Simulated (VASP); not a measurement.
# Rh (Fm-3m) in VASP: a series of runs, part 2 of 2

VASP 6.6.1. Earlier steps stand in the parts before.

### 3 Relaxation of cell and atoms, PBEsol

This run uses another cell than the first one, of 13.72 Å³/atom.

Input file INCAR:

```
SYSTEM = Rh
  PREC = Accurate
  ENCUT = 500
  EDIFF = 1E-7
  ISMEAR = -1
  SIGMA = 0.05
  LREAL = .False.
  LASPH = .True.
  NELM = 120
  ALGO = Normal
  ISIF = 3
  LWAVE = .False.
  LCHARG = .False.
  GGA = PS
  IBRION = 2
  NSW = 60
  EDIFFG = -0.01
  GGA_COMPAT = .False.
  NELMIN = 4
```

Input file KPOINTS:

```
Automatic mesh
0
Gamma
  9 9 9
  0 0 0
```

Input file POSCAR:

```
Rh
1.0
    0.0000000000      1.9000000000      1.9000000000
    1.9000000000      0.0000000000      1.9000000000
    1.9000000000      1.9000000000      0.0000000000
Rh
1
Direct
    0.0000000000      0.0000000000      0.0000000000
```

Potentials or basis: VASP PAW PBE potentials, release 64 (Rh_pv).

Launch:

```sh
$ cat potpaw_PBE.64/Rh_pv/POTCAR > POTCAR
$ mpirun -np 1 vasp_std > vasp.out
```

OUTCAR:

```text
SYSTEM = Rh
   PREC = Accurate
   ENCUT = 500
   EDIFF = 1E-7
   ISMEAR = -1
   LREAL = .False.
   LASPH = .True.
   NELM = 120
   ISIF = 3
   GGA = PS
   IBRION = 2
   NSW = 60
   EDIFFG = -0.01
   NELMIN = 4

 ion  position               nearest neighbor table
   1  0.000  0.000  0.000-

  LATTYP: Found a face centered cubic cell.
 ALAT       =     3.8000000000

  Lattice vectors:

 A1 = (   0.0000000000,   1.9000000000,   1.9000000000)
 A2 = (   1.9000000000,   0.0000000000,   1.9000000000)
 A3 = (   1.9000000000,   1.9000000000,   0.0000000000)

Analysis of symmetry for initial positions (statically):
=====================================================================
 Subroutine PRICEL returns:
 Original cell was already a primitive cell.

 Routine SETGRP: Setting up the symmetry group for a
 face centered cubic supercell.

 Subroutine GETGRP returns: Found 48 space group operations
 (whereof 48 operations were pure point group operations)
 out of a pool of 48 trial point group operations.

The static configuration has the point symmetry O_h .

Analysis of symmetry for dynamics (positions and initial velocities):
=====================================================================
 Subroutine PRICEL returns:
 Original cell was already a primitive cell.

 Routine SETGRP: Setting up the symmetry group for a
 face centered cubic supercell.

 Subroutine GETGRP returns: Found 48 space group operations
 (whereof 48 operations were pure point group operations)
 out of a pool of 48 trial point group operations.

The dynamic configuration has the point symmetry O_h .

 Subroutine INISYM returns: Found 48 space group operations
 (whereof 48 operations are pure point group operations),
 and found     1 'primitive' translations

[... 131 lines left out ...]

 number of electron      15.0000007 magnetization

 Free energy of the ion-electron system (eV)
  ---------------------------------------------------
  ext. energy  EPLUGINS =         0.00000000
  ---------------------------------------------------
  free energy    TOTEN  =        -8.13334960 eV

  energy without entropy =       -8.12445129  energy(sigma->0) =       -8.12890044

------------------------ aborting loop because EDIFF is reached ----------------------------------------

  FORCE on cell =-STRESS in cart. coord.  units (eV):
  Direction    XX          YY          ZZ          XY          YZ          ZX
  --------------------------------------------------------------------------------------
  -------------------------------------------------------------------------------------
  Total       -0.3790842     -0.3790842     -0.3790842      0.0000000     -0.0000000      0.0000000
  in kB      -44.2746853    -44.2746853    -44.2746853      0.0000000     -0.0000000      0.0000000
  external PRESSURE =     -44.2746853 kB  Pullay stress =       0.0000000 kB
[... 57 lines left out ...]
--------------------------------------- Ionic step        3  -------------------------------------------

 number of electron      15.0000007 magnetization

 Free energy of the ion-electron system (eV)
  ---------------------------------------------------
  ext. energy  EPLUGINS =         0.00000000
  ---------------------------------------------------
  free energy    TOTEN  =        -8.13634078 eV

  energy without entropy =       -8.12770659  energy(sigma->0) =       -8.13202369

 E-fermi :  12.0078     XC(G=0): -14.3342

 val. band max:       11.9233941570   @ k =   0.3333   0.2222   0.0000
 cond. band min:      12.0135790241   @ k =  -0.3333   0.3333   0.0000
 fundamental gap:      0.0901848671
 Fermi energy:        12.0078498033

 k-point     1 :       0.0000    0.0000    0.0000
  band No.  band energies     occupation
      1     -34.2971      2.00000
      2     -34.2971      2.00000
      3     -34.2971      2.00000
      4       3.8967      2.00000
      5       8.8973      2.00000
      6       8.8973      2.00000
      7       8.8973      2.00000
      8      11.0570      2.00000
      9      11.0570      2.00000
     10      28.0127      0.00000
     11      32.3635      0.00000
[... 309 lines left out ...]
 k-point    24 :       0.4444    0.4444    0.0000
  band No.  band energies     occupation
      1     -35.0122      2.00000
      2     -34.5751      2.00000
      3     -34.5751      2.00000
      4       5.6478      2.00000
      5       6.0142      2.00000
      6      12.5887      0.00002
      7      12.8975      0.00000
      8      12.8975      0.00000
      9      14.6298      0.00000
     10      25.3126      0.00000
     11      25.7974      0.00000

 [... further k-points ...]

------------------------ aborting loop because EDIFF is reached ----------------------------------------

  FORCE on cell =-STRESS in cart. coord.  units (eV):
  Direction    XX          YY          ZZ          XY          YZ          ZX
  --------------------------------------------------------------------------------------
  -------------------------------------------------------------------------------------
  Total       -0.0053936     -0.0053936     -0.0053936      0.0000000      0.0000000     -0.0000000
  in kB       -0.6397324     -0.6397324     -0.6397324      0.0000000      0.0000000     -0.0000000
  external PRESSURE =      -0.6397324 kB  Pullay stress =       0.0000000 kB
[... 16 lines left out ...]
  FREE ENERGIE OF THE ION-ELECTRON SYSTEM (eV)
  ---------------------------------------------------
  free  energy   TOTEN  =        -8.1363407831 eV

  energy  without entropy=       -8.1277065912  energy(sigma->0) =       -8.13202369

 reached required accuracy - stopping structural energy minimisation
```

Wall time 7.7 s (1 thread of Intel Xeon 6975P-C (Granite Rapids), shared host); peak memory 0.13 GiB.

Results:

```
Free energy                           : -8.1363 eV
Relaxed volume                        : 13.51 Å³/atom
Relaxed cell                          : a = 2.673 Å, b = 2.673 Å, c = 2.673 Å, α = 60.00°, β = 60.00°, γ = 60.00°
Space group after relaxing (to 0.1 Å) : Fm-3m (No. 225)
Energy gained by relaxing             : 3.0 meV/atom
Ionic steps                           : 3
Pressure after relaxing               : -0.1 GPa
Band gap on the k mesh                : zero (an odd number of electrons rules out a gap without spin polarisation)
```

The path:
```csv
step,energy change (eV),largest force (eV/Å),pressure (GPa),volume (Å³)
1,0.0000,0.0000,-4.43,13.72
2,0.0174,0.0000,12.94,12.98
3,-0.0030,0.0000,-0.06,13.51
```

Final structure:
```
Rh
1.0
     0.00000    1.89026    1.89026
     1.89026    0.00000    1.89026
     1.89026    1.89026    0.00000
Rh
1
Direct
  0.00000 0.00000 0.00000
```

Caveat: the PAW data sets were made with another functional, which shifts forces and pressure a little.
